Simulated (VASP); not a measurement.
# Co (Fm-3m) in VASP: further runs, part 2 of 2

VASP 6.6.1. The steps go on from the part before.

### Step 3. Single point, PBE, collinear spin, ferromagnetic start

File INCAR:

```
  PREC = Accurate
  ENCUT = 520
  EDIFF = 1E-6
  ISMEAR = -1
  SIGMA = 0.05
  LREAL = F
  LASPH = T
  NELM = 150
  ALGO = Normal
  ISIF = 2
  LWAVE = F
  LCHARG = F
  ISPIN = 2
  MAGMOM = 3 3
  LORBIT = 11
  LMAXMIX = 4
  GGA = PE
  NBANDS = 20
```

File KPOINTS:

```
Automatic mesh
0
Gamma
  11 11 11
```

File POSCAR:

```
Co
1.0
    3.5720000000      1.7860000000      1.7860000000
    1.7860000000      3.5720000000      1.7860000000
    1.7860000000      1.7860000000      3.5720000000
Co
2
Direct
    0.0000000000      0.0000000000      0.0000000000
    0.5000000000      0.5000000000      0.5000000000
```

Potentials or basis: VASP PAW PBE potentials, release 64 (Co).

Started as:

```bash
$ cat potpaw_PBE.64/Co/POTCAR > POTCAR
$ mpirun -np 1 vasp_std > vasp.out
```

OUTCAR:

```text
PREC = Accurate
   ENCUT = 520
   EDIFF = 1E-6
   ISMEAR = -1
   LREAL = F
   LASPH = T
   NELM = 150
   ISIF = 2
   ISPIN = 2
   LORBIT = 11
   GGA = PE

 ion  position               nearest neighbor table
   1  0.000  0.000  0.000-   2 2.53   2 2.53   2 2.53   2 2.53   2 2.53   2 2.53
   2  0.500  0.500  0.500-   1 2.53   1 2.53   1 2.53   1 2.53   1 2.53   1 2.53

  LATTYP: Found a trigonal (rhomboedric) cell.
 ALAT       =     4.3747886806
 COS(alpha) =     0.8333333333

  Lattice vectors:

[... 1347 lines left out ...]
  external PRESSURE =     -93.4359003 kB  Pullay stress =       0.0000000 kB

 VOLUME and BASIS-vectors are now :
 -----------------------------------------------------------------------------
  energy-cutoff  :      520.00
  volume of cell :       22.79
      direct lattice vectors                 reciprocal lattice vectors
     3.572000000  1.786000000  1.786000000     0.419932811 -0.139977604 -0.139977604
     1.786000000  3.572000000  1.786000000    -0.139977604  0.419932811 -0.139977604
     1.786000000  1.786000000  3.572000000    -0.139977604 -0.139977604  0.419932811

 POSITION                                       TOTAL-FORCE (eV/Angst)
 -----------------------------------------------------------------------------------
      0.00000      0.00000      0.00000        -0.000000      0.000000      0.000000
      3.57200      3.57200      3.57200         0.000000     -0.000000     -0.000000
 -----------------------------------------------------------------------------------
    total drift:                                0.000000      0.000000      0.000000

  FREE ENERGIE OF THE ION-ELECTRON SYSTEM (eV)
  ---------------------------------------------------
  free  energy   TOTEN  =       -14.0147391960 eV

  energy  without entropy=      -13.9925910476  energy(sigma->0) =      -14.00366512

 total charge

# of ion       s       p       d       tot
------------------------------------------
    1        0.469   0.482   7.229   8.181
    2        0.469   0.482   7.229   8.181
--------------------------------------------------
tot          0.938   0.964  14.459  16.361

 magnetization (x)

# of ion       s       p       d       tot
------------------------------------------
    1       -0.013  -0.048   1.729   1.668
    2       -0.013  -0.048   1.729   1.668
--------------------------------------------------
tot         -0.026  -0.096   3.457   3.335
```

stdout:

```text
POSCAR found type information on POSCAR Co
 POSCAR found :  1 types and       2 ions
 scaLAPACK will be used
 LDA part: xc-table for (Slater+PW92), standard interpolation
 POSCAR, INCAR and KPOINTS ok, starting setup
 FFT: planning ... GRIDC
 FFT: planning ... GRID_SOFT
 FFT: planning ... GRID
 WAVECAR not read
 entering main loop
```

Run time: 5.3 min. Hardware: 1 thread of Intel Xeon Platinum 8259CL at 2.50GHz (Skylake/Cascade Lake), shared host; peak memory 0.3 GiB.

What came out:

| Property | Result |
| --- | --- |
| Free energy | -14.0147 eV |
| Pressure | -9.3 GPa |
| Net moment | 3.28 μB per cell |
| Site moments | Co +1.67 μB |
| Valence electrons inside the program's atomic spheres | Co 8.18 |

### Step 4. Single point, PBE, collinear spin, ferromagnetic start

File INCAR:

```
SYSTEM = Co
  PREC = Accurate
  ENCUT = 520
  EDIFF = 1E-7
  ISMEAR = -1
  SIGMA = 0.05
  LREAL = .False.
  LASPH = .True.
  NELM = 150
  ALGO = Normal
  ISIF = 2
  LWAVE = .False.
  LCHARG = .True.
  ISPIN = 2
  MAGMOM = 0.3 0.3
  LORBIT = 11
  LMAXMIX = 4
  GGA = PE
  LELF = .True.
  LVHAR = .True.
  NBANDS = 20
```

File KPOINTS:

```
regular mesh
0
Gamma
  11 11 11
  0 0 0
```

POSCAR is that of step 3.

Potentials or basis: VASP PAW PBE potentials, release 64 (Co).

Started as:

```bash
$ cat potpaw_PBE.64/Co/POTCAR > POTCAR
$ mpirun -np 1 vasp_std > vasp.out
```

OUTCAR:

```text
SYSTEM = Co
   PREC = Accurate
   ENCUT = 520
   EDIFF = 1E-7
   ISMEAR = -1
   LREAL = .False.
   LASPH = .True.
   NELM = 150
   ISIF = 2
   ISPIN = 2
   LORBIT = 11
   GGA = PE

 ion  position               nearest neighbor table
   1  0.000  0.000  0.000-   2 2.53   2 2.53   2 2.53   2 2.53   2 2.53   2 2.53
   2  0.500  0.500  0.500-   1 2.53   1 2.53   1 2.53   1 2.53   1 2.53   1 2.53

  LATTYP: Found a trigonal (rhomboedric) cell.
 ALAT       =     4.3747886806
 COS(alpha) =     0.8333333333

  Lattice vectors:

 A1 = (   3.5720000000,   1.7860000000,   1.7860000000)
[... 1349 lines left out ...]

 VOLUME and BASIS-vectors are now :
 -----------------------------------------------------------------------------
  energy-cutoff  :      520.00
  volume of cell :       22.79
      direct lattice vectors                 reciprocal lattice vectors
     3.572000000  1.786000000  1.786000000     0.419932811 -0.139977604 -0.139977604
     1.786000000  3.572000000  1.786000000    -0.139977604  0.419932811 -0.139977604
     1.786000000  1.786000000  3.572000000    -0.139977604 -0.139977604  0.419932811

 POSITION                                       TOTAL-FORCE (eV/Angst)
 -----------------------------------------------------------------------------------
      0.00000      0.00000      0.00000         0.000000     -0.000000     -0.000000
      3.57200      3.57200      3.57200        -0.000000      0.000000      0.000000
 -----------------------------------------------------------------------------------
    total drift:                                0.000000      0.000000      0.000000

  FREE ENERGIE OF THE ION-ELECTRON SYSTEM (eV)
  ---------------------------------------------------
  free  energy   TOTEN  =       -13.5353880788 eV

  energy  without entropy=      -13.4894166096  energy(sigma->0) =      -13.51240234

 total charge

# of ion       s       p       d       tot
------------------------------------------
    1        0.462   0.471   7.249   8.182
    2        0.462   0.471   7.249   8.182
--------------------------------------------------
tot          0.924   0.942  14.498  16.364

 magnetization (x)

# of ion       s       p       d       tot
------------------------------------------
    1        0.000   0.000  -0.000  -0.000
    2        0.000   0.000  -0.000  -0.000
--------------------------------------------------
tot          0.000   0.000  -0.000  -0.000
```

stdout:

```text
POSCAR found type information on POSCAR Co
 POSCAR found :  1 types and       2 ions
 scaLAPACK will be used
 LDA part: xc-table for (Slater+PW92), standard interpolation
 POSCAR, INCAR and KPOINTS ok, starting setup
 FFT: planning ... GRIDC
 FFT: planning ... GRID_SOFT
 FFT: planning ... GRID
 WAVECAR not read
 entering main loop
```

Wall time 7.8 min (1 thread of Intel Xeon Platinum 8259CL at 2.50GHz (Skylake/Cascade Lake), shared host); peak memory 0.3 GiB.

What came out:

```yaml
Free_energy: -13.5354 eV
Pressure: -20.3 GPa
Band_gap_on_the_k_mesh: zero (filled and empty bands overlap)
Net_moment: 0.00 μB per cell
Valence_electrons_inside_the_program's_atomic_spheres: Co 8.18
```

Stress tensor (GPa, compression positive):
```
-20.28  -0.09  -0.09
 -0.09 -20.28  -0.09
 -0.09  -0.09 -20.28
```
